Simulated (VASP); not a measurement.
# Au (Im-3m) in VASP: a series of runs

Au is run at these levels: r2SCAN; tasks: single point.

Program: VASP 6.6.1. These are calculated values, not measurements. Logs are shortened: lines on timing, memory, paths and dates and some standing lists are left out, and cuts for length are marked.

## 1. The cell of the first run

It takes space group Im-3m (No. 229, cubic). Conventional cell: a = 3.129 Å, b = 3.129 Å, c = 3.129 Å, α = 90.00°, β = 90.00°, γ = 90.00°. Au (site symmetry m-3m) has 14 Au at 2.71 to 3.13 Å within 3.6 Å.

This isn't the form of Au at room conditions, which is fcc.

## 2. Single point, r2SCAN

POSCAR

```
Au
1.0
   -1.5646771748      1.5646771748      1.5646771748
    1.5646771748     -1.5646771748      1.5646771748
    1.5646771748      1.5646771748     -1.5646771748
Au
1
Direct
    0.0000000000      0.0000000000      0.0000000000
```

INCAR.step1

```
SYSTEM = Au
ALGO     = Normal         ! electronic algorithm
EDIFF    = 1E-5           ! SCF threshold, eV
ENCUT    = 550            ! plane-wave cutoff, eV
GGA      = PE             ! functional
GGA_COMPAT= .False.      
ISMEAR   = 0              ! smearing method
LASPH    = .True.         ! aspherical terms in the spheres
LCHARG   = .False.        ! write CHGCAR
LREAL    = .False.        ! projectors in reciprocal space
LWAVE    = .True.         ! write WAVECAR
NBANDS   = 12             ! bands
NELM     = 120            ! most SCF steps
PREC     = Accurate       ! precision mode
SIGMA    = 0.1            ! smearing width, eV
```

INCAR.step2

```
SYSTEM = Au
ALGO     = Normal         ! electronic algorithm
EDIFF    = 1E-6           ! SCF threshold, eV
ENCUT    = 550            ! plane-wave cutoff, eV
GGA_COMPAT= .False.      
ISIF     = 2              ! what is computed and relaxed
ISMEAR   = 0              ! smearing method
ISTART   = 1            
LASPH    = .True.         ! aspherical terms in the spheres
LCHARG   = .False.        ! write CHGCAR
LMIXTAU  = .True.       
LREAL    = .False.        ! projectors in reciprocal space
LWAVE    = .False.        ! write WAVECAR
METAGGA  = R2SCAN         ! meta-GGA
NBANDS   = 12             ! bands
NELM     = 120            ! most SCF steps
PREC     = Accurate       ! precision mode
SIGMA    = 0.1            ! smearing width, eV
```

KPOINTS

```
k-points
0
Gamma
  8 8 8
  0 0 0
```

Potentials or basis: VASP PAW PBE potentials, release 64 (Au).

Run with:

```
> cat potpaw_PBE.64/Au/POTCAR > POTCAR
> cp INCAR.step1 INCAR
> mpirun -np 1 vasp_std > vasp.out
> cp INCAR.step2 INCAR
> mpirun -np 1 vasp_std > vasp.out
```

OUTCAR:

```text
SYSTEM = Au
   EDIFF = 1E-6
   ENCUT = 550
   ISIF = 2
   ISMEAR = 0
   ISTART = 1
   LASPH = .True.
   LREAL = .False.
   METAGGA = R2SCAN
   NELM = 120
   PREC = Accurate

 ion  position               nearest neighbor table
   1  0.000  0.000  0.000-

  LATTYP: Found a body centered cubic cell.
 ALAT       =     3.1293543496

  Lattice vectors:

 A1 = (  -1.5646771748,   1.5646771748,   1.5646771748)
 A2 = (   1.5646771748,  -1.5646771748,   1.5646771748)
 A3 = (   1.5646771748,   1.5646771748,  -1.5646771748)

Analysis of symmetry for initial positions (statically):
=====================================================================
 Subroutine PRICEL returns:
 Original cell was already a primitive cell.

 Routine SETGRP: Setting up the symmetry group for a
 body centered cubic supercell.

 Subroutine GETGRP returns: Found 48 space group operations
 (whereof 48 operations were pure point group operations)
 out of a pool of 48 trial point group operations.

The static configuration has the point symmetry O_h .

Analysis of symmetry for dynamics (positions and initial velocities):
=====================================================================
 Subroutine PRICEL returns:
 Original cell was already a primitive cell.

 Routine SETGRP: Setting up the symmetry group for a
 body centered cubic supercell.

 Subroutine GETGRP returns: Found 48 space group operations
 (whereof 48 operations were pure point group operations)
 out of a pool of 48 trial point group operations.

The dynamic configuration has the point symmetry O_h .

 Subroutine INISYM returns: Found 48 space group operations
 (whereof 48 operations are pure point group operations),
 and found     1 'primitive' translations

----------------------------------------------------------------------------------------

                                     Primitive cell

  volume of cell :      15.3227

  direct lattice vectors                    reciprocal lattice vectors
    -1.564677175  1.564677175  1.564677175     0.000000000  0.319554735  0.319554735
     1.564677175 -1.564677175  1.564677175     0.319554735  0.000000000  0.319554735
     1.564677175  1.564677175 -1.564677175     0.319554735  0.319554735  0.000000000

  length of vectors
     2.710100364  2.710100364  2.710100364     0.451918640  0.451918640  0.451918640

  position of ions in fractional coordinates (direct lattice)
     0.000000000  0.000000000  0.000000000

  ion indices of the primitive-cell ions
   primitive index   ion index
                 1           1

----------------------------------------------------------------------------------------

 KPOINTS: k-points

Automatic generation of k-mesh.
 Grid dimensions read from file:
 generate k-points for:    8    8    8

 Generating k-lattice:

  Cartesian coordinates                     Fractional coordinates (reciprocal lattice)
     0.000000000  0.039944342  0.039944342     0.125000000  0.000000000  0.000000000
     0.039944342  0.000000000  0.039944342     0.000000000  0.125000000  0.000000000
     0.039944342  0.039944342  0.000000000     0.000000000  0.000000000  0.125000000

  Length of vectors
     0.056489830  0.056489830  0.056489830

  Shift w.r.t. Gamma in fractional coordinates (k-lattice)
     0.000000000  0.000000000  0.000000000

 Subroutine IBZKPT returns following result:
 ===========================================

 Found     29 irreducible k-points:

 Following reciprocal coordinates:
            Coordinates               Weight
  0.000000  0.000000  0.000000      1.000000
  0.125000  0.000000  0.000000     12.000000
  0.250000  0.000000  0.000000     12.000000
  0.375000  0.000000  0.000000     12.000000
  0.500000  0.000000  0.000000      6.000000
  0.125000  0.125000  0.000000     24.000000
[... 16 lines left out ...]
 -0.250000  0.250000  0.250000      6.000000
 -0.375000  0.375000  0.250000     24.000000
 [... further k-points ...]
   k-points           NKPTS =     29   k-points in BZ     NKDIM =     29   number of bands    NBANDS=     12
   number of dos      NEDOS =    301   number of ions     NIONS =      1
   total plane-waves  NPLWV =  13824
   dimension x,y,z NGX =    24 NGY =   24 NGZ =   24
   dimension x,y,z NGXF=    48 NGYF=   48 NGZF=   48
   ions per type =               1
   NGX,Y,Z   is equivalent  to a cutoff of  14.72, 14.72, 14.72 a.u.
   NGXF,Y,Z  is equivalent  to a cutoff of  29.44, 29.44, 29.44 a.u.
 SYSTEM =  Au
   PREC   = accura    normal or accurate (medium, high low for compatibility)
   ISTART =      1    job   : 0-new  1-cont  2-samecut
   ICHARG =      0    charge: 1-file 2-atom 10-const
   ISPIN  =      1    spin polarized calculation?
   LNONCOLLINEAR =      F non collinear calculations
   LSORBIT =      F    spin-orbit coupling
   LASPH  =      T    aspherical Exc in radial PAW
   ENCUT  =  550.0 eV  40.42 Ry    6.36 a.u.   5.18  5.18  5.18*2*pi/ulx,y,z
   NELM   =    120;   NELMIN=  2; NELMDL=  0     # of ELM steps
   EDIFF  = 0.1E-05   stopping-criterion for ELM
   LREAL  =      F    real-space projection
   EDIFFG = 0.1E-04   stopping-criterion for IOM
   NSW    =      0    number of steps for IOM
   IBRION =     -1    ionic relax: 0-MD 1-quasi-New 2-CG
   NFREE  =      0    steps in history (QN), initial steepest desc. (CG)
   ISIF   =      2    stress and relaxation
   ISYM   =      2    0-nonsym 1-usesym 2-fastsym
   POTIM  = 0.5000    time-step for ionic-motion
   TEBEG  =    0.0;   TEEND  =   0.0 temperature during run
   PSTRESS=    0.0 pullay stress
   NELECT =      11.0000    total number of electrons
   NUPDOWN=      -1.0000    fix difference up-down
   EMIN   =  10.00;   EMAX   =-10.00  energy-range for DOS
   EFERMI =   0.00;   METHOD = LEGACY
   ISMEAR =     0;   SIGMA  =   0.10  broadening in eV -4-tet -1-fermi 0-gaus
   EFERMI_NEDOS =   21; number of points for ismear=-14 and -15
   IALGO  =     38    algorithm
   IMIX   =      4    mixing-type and parameters
     AMIX     =   0.40;   BMIX     =  1.00
     AMIX_MAG =   1.60;   BMIX_MAG =  1.00
  volume/ion in A,a.u.               =      15.32       103.40
  Fermi-wavevector in a.u.,A,eV,Ry     =   1.465866  2.770085 29.235703  2.148764
  Thomas-Fermi vector in A             =   2.581672
   LORBIT       =      0    0 simple, 1 ext, 2 COOP (PROOUT), +10 PAW based schemes
   METAGGA = R2SCAN    functional components
   LHFCALC =     F    Hartree Fock is set to
   AEXX    =    0.0000 exact exchange contribution
   IVDW    =     0    specifies the selected vdW correction
   LEPSILON=     F    determine dielectric tensor
   LRPA    =     F    only Hartree local field effects (RPA)
 non-spin polarized calculation
 Gauss-broadening in eV      SIGMA  =   0.10
  energy-cutoff  :      550.00
  volume of cell :       15.32
 maximum number of plane-waves:       466
 NGX is ok and might be reduce to    24
   NGX = 11   NGY = 11   NGZ = 11

 number of electron      11.0000002 magnetization

 Free energy of the ion-electron system (eV)
  ---------------------------------------------------
  ext. energy  EPLUGINS =         0.00000000
  ---------------------------------------------------
  free energy    TOTEN  =       -50.33747483 eV

  energy without entropy =      -50.33182489  energy(sigma->0) =      -50.33464986

 E-fermi :  11.5131     XC(G=0): -14.4041

 val. band max:       11.5114292355   @ k =   0.3750   0.1250   0.0000
 cond. band min:      11.6540870444   @ k =   0.2500   0.1250   0.1250
 fundamental gap:      0.1426578089
 Fermi energy:        11.5130777696

 k-point     1 :       0.0000    0.0000    0.0000
  band No.  band energies     occupation
      1      -0.1108      2.00000
      2       5.3774      2.00000
      3       5.3774      2.00000
      4       5.3774      2.00000
      5       7.7303      2.00000
      6       7.7303      2.00000
      7      28.6056      0.00000
      8      28.6056      0.00000
      9      28.6056      0.00000
     10      38.6478      0.00000
     11      38.6479      0.00000
     12      38.6482      0.00000

 k-point     2 :       0.1250    0.0000    0.0000
  band No.  band energies     occupation
      1       0.5328      2.00000
      2       5.1587      2.00000
      3       5.3887      2.00000
      4       5.8703      2.00000
      5       7.4950      2.00000
      6       7.7466      2.00000
      7      28.5450      0.00000
      8      28.6899      0.00000
      9      29.4940      0.00000
     10      34.5586      0.00000
     11      34.6662      0.00000
     12      36.6225      0.00000

 k-point     3 :       0.2500    0.0000    0.0000
  band No.  band energies     occupation
      1       2.0147      2.00000
      2       4.6651      2.00000
      3       5.6043      2.00000
      4       7.2091      2.00000
      5       7.3358      2.00000
      6       7.8145      2.00000
      7      24.8594      0.00000
      8      27.2348      0.00000
      9      31.8279      0.00000
     10      32.2559      0.00000
     11      33.6279      0.00000
     12      34.8677      0.00000
[... 286 lines left out ...]
 k-point    23 :      -0.2500    0.2500    0.2500
  band No.  band energies     occupation
      1       3.7629      2.00000
      2       5.0864      2.00000
      3       6.1549      2.00000
      4       6.1549      2.00000
      5       7.1175      2.00000
      6       8.9554      2.00000
      7      25.2922      0.00000
      8      26.7899      0.00000
      9      26.7899      0.00000
     10      28.3660      0.00000
     11      37.7585      0.00000
     12      37.7585      0.00000

 k-point    24 :      -0.3750    0.3750    0.2500
  band No.  band energies     occupation
      1       3.9854      2.00000
      2       4.4773      2.00000
      3       6.1629      2.00000
      4       6.8102      2.00000
      5       8.5513      2.00000
      6      11.0602      2.00000
      7      20.7796      0.00000
      8      23.8566      0.00000
      9      26.4029      0.00000
     10      29.6113      0.00000
     11      36.5126      0.00000
     12      38.8829      0.00000

 [... further k-points ...]
[... 5 lines left out ...]
  --------------------------------------------------------------------------------------
  -------------------------------------------------------------------------------------
  Total        3.0363003      3.0363003      3.0363003     -0.0000000     -0.0000000      0.0000000
  in kB      317.4834349    317.4834349    317.4834349     -0.0000000     -0.0000000      0.0000000
  external PRESSURE =     317.4834349 kB  Pullay stress =       0.0000000 kB

 VOLUME and BASIS-vectors are now :
 -----------------------------------------------------------------------------
  energy-cutoff  :      550.00
  volume of cell :       15.32
      direct lattice vectors                 reciprocal lattice vectors
    -1.564677175  1.564677175  1.564677175     0.000000000  0.319554735  0.319554735
     1.564677175 -1.564677175  1.564677175     0.319554735  0.000000000  0.319554735
     1.564677175  1.564677175 -1.564677175     0.319554735  0.319554735  0.000000000

 POSITION                                       TOTAL-FORCE (eV/Angst)
 -----------------------------------------------------------------------------------
      0.00000      0.00000      0.00000         0.000000     -0.000000      0.000000
 -----------------------------------------------------------------------------------
    total drift:                                0.000000      0.000000     -0.000000

  FREE ENERGIE OF THE ION-ELECTRON SYSTEM (eV)
  ---------------------------------------------------
  free  energy   TOTEN  =       -50.3374748298 eV

  energy  without entropy=      -50.3318248861  energy(sigma->0) =      -50.33464986
```

Run time: 12 s. Hardware: 1 thread of Intel Xeon 6975P-C (Granite Rapids), shared host; peak memory 0.15 GiB.

Results:

- Free energy: -50.3375 eV
- Pressure: 31.7 GPa
- Band gap on the k mesh: zero (an odd number of electrons rules out a gap without spin polarisation)

Levels at points of the mesh, in eV from the Fermi level:
| k point | band 3 | band 4 | band 5 | band 6 | band 7 | band 8 | band 9 | band 10 |
| --- | --- | --- | --- | --- | --- | --- | --- | --- |
| (0.00, 0.00, 0.00) | -6.14 | -6.14 | -3.78 | -3.78 | 17.09 | 17.09 | 17.09 | 27.13 |
| (0.50, 0.00, 0.00) | -3.95 | -3.53 | -1.81 | -1.28 | 4.11 | 12.84 | 15.07 | 24.25 |
| (0.50, 0.50, 0.50) | -2.29 | -2.29 | -2.29 | 6.48 | 6.48 | 6.48 | 11.31 | 17.73 |

Caveat: the cell stands under pressure; the PAW data sets were made with another functional, which shifts forces and pressure a little; spin-orbit coupling is left out, which moves the levels of the heavy elements.

## 3. Single point, r2SCAN

This run uses another cell than the first one, of 17.61 Å³/atom.

POSCAR

```
Au
1.0
   -1.6389869534      1.6389869534      1.6389869534
    1.6389869534     -1.6389869534      1.6389869534
    1.6389869534      1.6389869534     -1.6389869534
Au
1
Direct
    0.0000000000      0.0000000000      0.0000000000
```

INCAR.step1

```
SYSTEM = Au
  PREC = Accurate
  ENCUT = 550
  ISMEAR = 0
  SIGMA = 0.1
  LREAL = .False.
  LASPH = .True.
  NELM = 120
  NBANDS = 12
  GGA = PE
  ALGO = Normal
  EDIFF = 1E-5
  LWAVE = .True.
  LCHARG = .False.
  GGA_COMPAT = .False.
```

INCAR.step2

```
SYSTEM = Au
  PREC = Accurate
  ENCUT = 550
  EDIFF = 1E-6
  ISMEAR = 0
  SIGMA = 0.1
  LREAL = .False.
  LASPH = .True.
  NELM = 120
  ALGO = Normal
  ISIF = 2
  LWAVE = .False.
  LCHARG = .False.
  METAGGA = R2SCAN
  LMIXTAU = .True.
  NBANDS = 12
  ISTART = 1
  GGA_COMPAT = .False.
```

KPOINTS

```
Automatic mesh
0
Gamma
  8 8 8
  0 0 0
```

Potentials or basis: VASP PAW PBE potentials, release 64 (Au).

Run with:

```
> cat potpaw_PBE.64/Au/POTCAR > POTCAR
> cp INCAR.step1 INCAR
> mpirun -np 1 vasp_std > vasp.out
> cp INCAR.step2 INCAR
> mpirun -np 1 vasp_std > vasp.out
```

Wall time 12 s (1 thread of Intel Xeon 6975P-C (Granite Rapids), shared host); peak memory 0.15 GiB.

Results (log left out):

```yaml
Free_energy: -50.5323 eV
Pressure: 0.1 GPa
Band_gap_on_the_k_mesh: zero (an odd number of electrons rules out a gap without spin polarisation)
```

Levels at points of the mesh, in eV from the Fermi level:
```csv
k point,band 2,band 3,band 4,band 5,band 6,band 7,band 8,band 9,band 10,band 11
"(0.00, 0.00, 0.00)",-5.21,-5.21,-5.21,-3.33,-3.33,17.19,17.19,17.19,24.43,24.43
"(0.50, 0.00, 0.00)",-6.26,-3.48,-3.16,-1.81,-0.55,3.26,12.86,14.04,22.08,22.47
"(0.50, 0.50, 0.50)",-7.07,-2.18,-2.18,-2.18,6.39,6.39,6.39,9.51,16.15,16.15
```

Caveat: the PAW data sets were made with another functional, which shifts forces and pressure a little; spin-orbit coupling is left out, which moves the levels of the heavy elements.
